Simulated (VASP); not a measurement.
# Na in VASP: further runs, part 2 of 2

VASP 6.6.1.

## Step 3: Single point, LDA

This run uses another cell than the first one, of 43.96 Å³/atom.

INCAR reads:

```
SYSTEM = Na
PREC = Accurate
ENCUT = 400
EDIFF = 1E-6
ISMEAR = -1
SIGMA = 0.05
LREAL = .FALSE.
LASPH = .TRUE.
NELM = 120
ALGO = Normal
ISIF = 2
LWAVE = .FALSE.
LCHARG = .TRUE.
GGA = CA
LELF = .TRUE.
LVHAR = .TRUE.
NBANDS = 14
GGA_COMPAT = .FALSE.
NELMDL = -8
```

KPOINTS reads:

```
regular mesh
0
G
  5 5 3
  0 0 0
```

POSCAR reads:

```
Na
1.0
    3.7670000000      0.0000000000      0.0000000000
   -1.8835000000      3.2623200000      0.0000000000
    0.0000000000      0.0000000000      7.1540000000
Na
2
Direct
    0.3333333333      0.6666666667      0.2150545150
    0.6666666667      0.3333333333      0.6451635449
```

Potentials or basis: VASP PAW LDA potentials, release 64 (Na_pv).

The run is started by

```
$ cat potpaw_LDA.64/Na_pv/POTCAR > POTCAR
$ mpirun -np 1 vasp_std > vasp.out
```

Wall time 11 s (1 thread of AMD EPYC 7R43 (Zen 3), shared host); peak memory 0.11 GiB.

The run converged. Its results:

* Free energy: -2.7906 eV
* Largest force: 0.011 eV/Å
* Band gap on the k mesh: zero (bands 7 and 8 overlap by 2.72 eV)

Forces on the atoms (eV/Å):
```
Na   0.000  0.000 -0.011
Na   0.000  0.000  0.011
```

Levels at points of the mesh, in eV from the Fermi level:
```tsv
k point	band 4	band 5	band 6	band 7	band 8	band 9	band 10	band 11
(0.00, 0.00, 0.00)	-25.16	-25.16	-25.16	-3.05	-0.16	0.07	8.16	8.30
```

Caveat: the k points lie up to 0.39 Å⁻¹ apart, too coarse for converged energies and pressures of a metal.

## Step 4: Single point, LDA

This run uses another cell than the first one, of 50.10 Å³/atom.

INCAR reads:

```
SYSTEM = Na
PREC = Accurate
ENCUT = 400
EDIFF = 1E-6
ISMEAR = -1
SIGMA = 0.05
LREAL = .False.
LASPH = .True.
NELM = 120
ALGO = Normal
ISIF = 2
LWAVE = .False.
LCHARG = .False.
GGA = CA
NBANDS = 14
GGA_COMPAT = .False.
NELMDL = -8
```

KPOINTS reads:

```
Automatic mesh
0
Gamma
  5 5 3
  0 0 0
```

POSCAR reads:

```
Na
1.0
    3.7670000000      0.0000000000      0.0000000000
   -1.8835000000      3.2623200000      0.0000000000
    0.0000000000      0.0000000000      8.1540000000
Na
2
Direct
    0.3333333333      0.6666666667      0.1886804023
    0.6666666667      0.3333333333      0.5660412068
```

The run is started by

```
$ cat potpaw_LDA.64/Na_pv/POTCAR > POTCAR
$ mpirun -np 1 vasp_std > vasp.out
```

Wall time 11 s (1 thread of AMD EPYC 7R43 (Zen 3), shared host); peak memory 0.12 GiB.

Results (log left out):

```yaml
Free_energy: -2.6694 eV
Largest_force: 0.108 eV/Å
Band_gap_on_the_k_mesh: zero (bands 7 and 8 overlap by 2.67 eV)
```

Forces on the atoms (eV/Å):
```
Na   0.000  0.000  0.108
Na   0.000  0.000 -0.108
```

Levels at points of the mesh, in eV from the Fermi level:
| k point | band 4 | band 5 | band 6 | band 7 | band 8 | band 9 | band 10 | band 11 |
| --- | --- | --- | --- | --- | --- | --- | --- | --- |
| (0.00, 0.00, 0.00) | -25.03 | -25.03 | -25.03 | -2.72 | -0.57 | 0.16 | 6.23 | 6.37 |

Caveat: the k points lie up to 0.39 Å⁻¹ apart, too coarse for converged energies and pressures of a metal.

## Step 5: Single point, LDA

This run uses another cell than the first one.

INCAR is that of step 4.

KPOINTS is that of step 4.

POSCAR reads:

```
Na
1.0
    3.7670000000      0.0000000000      0.0000000000
   -1.8835000000      3.2623200000      0.0000000000
    0.0000000000      0.0000000000     10.1540000000
Na
2
Direct
    0.3333333333      0.6666666667      0.1515166437
    0.6666666667      0.3333333333      0.4545499311
```

Potentials or basis: VASP PAW LDA potentials, release 64 (Na_pv).

The run is started by

```
$ cat potpaw_LDA.64/Na_pv/POTCAR > POTCAR
$ mpirun -np 1 vasp_std > vasp.out
```

OUTCAR:

```text
SYSTEM = Na
   PREC = Accurate
   ENCUT = 400
   EDIFF = 1E-6
   ISMEAR = -1
   LREAL = .False.
   LASPH = .True.
   NELM = 120
   ISIF = 2
   GGA = CA
   NELMDL = -8

 ion  position               nearest neighbor table
   1  0.333  0.667  0.152-
   2  0.667  0.333  0.455-

  LATTYP: Found a hexagonal cell.
 ALAT       =     3.7670000000
 C/A-ratio  =     2.6955136714

  Lattice vectors:

[... 374 lines left out ...]
     12       3.6662      0.00000
     13       3.6796      0.00000
     14       4.4318      0.00000

------------------------ aborting loop because EDIFF is reached ----------------------------------------

  FORCE on cell =-STRESS in cart. coord.  units (eV):
  Direction    XX          YY          ZZ          XY          YZ          ZX
  --------------------------------------------------------------------------------------
  -------------------------------------------------------------------------------------
  Total       -0.6574635     -0.6574644     -0.5510135      0.0000000      0.0000000      0.0000000
  in kB       -8.4415634     -8.4415753     -7.0747887      0.0000000      0.0000000      0.0000000
  external PRESSURE =      -7.9859758 kB  Pullay stress =       0.0000000 kB

 VOLUME and BASIS-vectors are now :
 -----------------------------------------------------------------------------
  energy-cutoff  :      400.00
  volume of cell :      124.78
      direct lattice vectors                 reciprocal lattice vectors
     3.767000000  0.000000000  0.000000000     0.265463233  0.153265161  0.000000000
    -1.883500000  3.262320000  0.000000000     0.000000000  0.306530322  0.000000000
     0.000000000  0.000000000 10.154000000     0.000000000  0.000000000  0.098483356

 POSITION                                       TOTAL-FORCE (eV/Angst)
 -----------------------------------------------------------------------------------
     -0.00000      2.17488      1.53850         0.000000      0.000000      0.118768
      1.88350      1.08744      4.61550        -0.000000      0.000000     -0.118768
 -----------------------------------------------------------------------------------
    total drift:                               -0.000000      0.000000     -0.000015

  FREE ENERGIE OF THE ION-ELECTRON SYSTEM (eV)
  ---------------------------------------------------
  free  energy   TOTEN  =        -2.6057600168 eV

  energy  without entropy=       -2.5942682564  energy(sigma->0) =       -2.60001414
```

OSZICAR:

```text
N       E                     dE             d eps       ncg     rms          rms(c)
DAV:   1     0.708627609145E+02    0.70863E+02   -0.67679E+03   384   0.695E+02
DAV:   2    -0.247142696749E-01   -0.70887E+02   -0.70507E+02   360   0.214E+02
DAV:   3    -0.266816600952E+01   -0.26435E+01   -0.26417E+01   438   0.499E+01
DAV:   4    -0.271041677953E+01   -0.42251E-01   -0.42250E-01   390   0.680E+00
DAV:   5    -0.271145896399E+01   -0.10422E-02   -0.10422E-02   444   0.110E+00
DAV:   6    -0.271149313297E+01   -0.34169E-04   -0.34169E-04   396   0.192E-01
DAV:   7    -0.271149443188E+01   -0.12989E-05   -0.12987E-05   438   0.377E-02
DAV:   8    -0.271149447562E+01   -0.43742E-07   -0.43741E-07   264   0.742E-03    0.579E-01
DAV:   9    -0.264685328147E+01    0.64641E-01   -0.71790E-03   392   0.717E-01    0.363E-01
DAV:  10    -0.260590232298E+01    0.40951E-01   -0.18923E-02   398   0.105E+00    0.138E-01
DAV:  11    -0.260801261951E+01   -0.21103E-02   -0.70137E-03   368   0.596E-01    0.802E-02
DAV:  12    -0.260561600235E+01    0.23966E-02   -0.56118E-04   366   0.191E-01    0.443E-02
DAV:  13    -0.260570930362E+01   -0.93301E-04   -0.39528E-04   402   0.173E-01    0.187E-02
DAV:  14    -0.260578623570E+01   -0.76932E-04   -0.11914E-04   378   0.927E-02    0.114E-02
DAV:  15    -0.260575942383E+01    0.26812E-04   -0.14152E-05   360   0.289E-02    0.171E-03
DAV:  16    -0.260576001683E+01   -0.59300E-06   -0.16307E-06   396   0.993E-03
   1 F= -.26057600E+01 E0= -.26000141E+01  d E =-.114918E-01
```

Wall time 14 s (1 thread of AMD EPYC 7R43 (Zen 3), shared host); peak memory 0.13 GiB.

Results:

| Quantity | Value |
| --- | --- |
| Free energy | -2.6058 eV |
| Largest force | 0.119 eV/Å |
| Band gap on the k mesh | zero (bands 7 and 8 overlap by 2.41 eV) |

Forces on the atoms (eV/Å):
```
Na   0.000  0.000  0.119
Na   0.000  0.000 -0.119
```

Levels at points of the mesh, in eV from the Fermi level:
```tsv
k point	band 4	band 5	band 6	band 7	band 8	band 9	band 10	band 11
(0.00, 0.00, 0.00)	-24.78	-24.78	-24.78	-2.38	-0.75	0.67	4.29	4.35
```

Caveat: the k points lie up to 0.39 Å⁻¹ apart, too coarse for converged energies and pressures of a metal; there is no dipole correction, which matters where the two faces differ.

## Step 6: Overview

```tsv
cell	gap on the mesh (eV)	largest force (eV/Å)
a = 3.767, b = 3.767, c = 6.654 Å, angles 90.0, 90.0, 120.0°, 2 atoms	none	0.05
a = 3.767, b = 3.767, c = 7.154 Å, angles 90.0, 90.0, 120.0°, 2 atoms	none	0.01
a = 3.767, b = 3.767, c = 8.154 Å, angles 90.0, 90.0, 120.0°, 2 atoms	none	0.11
a = 3.767, b = 3.767, c = 10.154 Å, angles 90.0, 90.0, 120.0°, 2 atoms	none	0.12
```

Alike in all rows: task single point; level LDA; potentials or basis VASP PAW LDA potentials, release 64 (Na_pv); no spin polarisation; k mesh 5 × 5 × 3; cutoff (eV) 400; smearing fermi-dirac 0.05 eV.

Caveats: all runs use coarse meshes; there is no dipole correction, which matters where the two faces differ (at least some runs).

Absolute energies hang on the potentials; compare differences alone.
